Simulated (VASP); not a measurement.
Write the native input for VASP 6.6.1 that does the following.

```yaml
Task: single point
Functional: PBE
Potentials_or_basis: VASP PAW PBE potentials, release 64 (Pb_d, S)
Cutoff: 520 eV
k_mesh: 6 × 6 × 1
Occupations: gaussian, width 0.02 eV
Spin: no spin polarisation
Dipole_correction: yes
Further_INCAR_settings: ALGO = Normal; EDIFF = 1e-07; NBANDS = 28
```

The structure of PbS lies in POSCAR:

```
PbS
1.0
    4.2469317120      0.0000000000      0.0000000000
    0.0000000000      4.2469317120      0.0000000000
    0.0000000000      0.0000000000     30.9134034400
Pb S
2 2
Direct
    0.0000000000      0.5000000000      0.2457456586
    0.5000000000      0.0000000000      0.3365260422
    0.0000000000      0.5000000000      0.3328439230
    0.5000000000      0.0000000000      0.2494277778
```

The input as run:

INCAR

```
SYSTEM = PbS
ALGO     = Normal         ! electronic algorithm
DIPOL    = 0.5 0.5 0.291
EDIFF    = 1E-7           ! SCF threshold, eV
ENCUT    = 520            ! plane-wave cutoff, eV
GGA      = PE             ! functional
IDIPOL   = 3            
ISIF     = 2              ! what is computed and relaxed
ISMEAR   = 0              ! smearing method
LASPH    = .True.         ! aspherical terms in the spheres
LCHARG   = .False.        ! write CHGCAR
LDIPOL   = .True.       
LREAL    = .False.        ! projectors in reciprocal space
LWAVE    = .False.        ! write WAVECAR
NBANDS   = 28             ! bands
NELM     = 100            ! most SCF steps
PREC     = Accurate       ! precision mode
SIGMA    = 0.02           ! smearing width, eV
```

KPOINTS

```
k-points
0
Gamma
  6 6 1
  0 0 0
```

Potentials or basis: VASP PAW PBE potentials, release 64 (Pb_d, S).

Run with:

```sh
$ cat potpaw_PBE.64/Pb_d/POTCAR potpaw_PBE.64/S/POTCAR > POTCAR
$ mpirun -np 1 vasp_std > vasp.out
```

It gave:

```json
{"Largest force": "0.004 eV/Å", "Band gap on the k mesh": "2.06 eV, direct"}
```

Caveat: spin-orbit coupling is left out, which moves the levels of the heavy elements.

Run time: 3 min on 1 thread of Intel(R) Xeon(R) 6975P-C (Granite Rapids), on a shared host, peak memory 0.57 GiB.
